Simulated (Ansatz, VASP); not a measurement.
**One calculation of TiAl, two programs**

```xyz
2
Lattice="2.7161 0.0000 0.0000 0.0000 2.7161 0.0000 0.0000 0.0000 4.0092" Properties=species:S:1:pos:R:3 pbc="T T T"
Ti    0.0000    0.0000    0.0000
Al    1.3580    1.3580    2.0046
```

Alike in both runs: task single point; functional LDA; k mesh 16 × 16 × 16; occupations gaussian, width 0.15 eV; no spin polarisation.

|  | VASP | Ansatz |
| --- | --- | --- |
| version | VASP 6.6.1 | Ansatz 0.2.0 |
| potentials or method | VASP PAW LDA potentials, release 64 (Ti_sv, Al), cutoff 520 eV | scalar-relativistic, plane waves, PAW |
| valence electrons in the cell | 15 | 15 |

VASP gave:

```
gap on the k mesh at the Fermi level (eV)                     : none
pressure (GPa)                                                : 4.8
traceless stress, the component that is largest in VASP (GPa) : -1.19
```

Which values does Ansatz return?

gap on the k mesh at the Fermi level (eV): none; pressure (GPa): 4.6; traceless stress, the component that is largest in VASP (GPa): -1.22.

Ansatz warns that its potentials were made for another functional, while VASP's fit it. LDA's correlation is that of Perdew and Zunger in VASP and of Perdew and Wang (1992) in Ansatz. A gap of «none» marks a metal or a gap that the smearing closes.
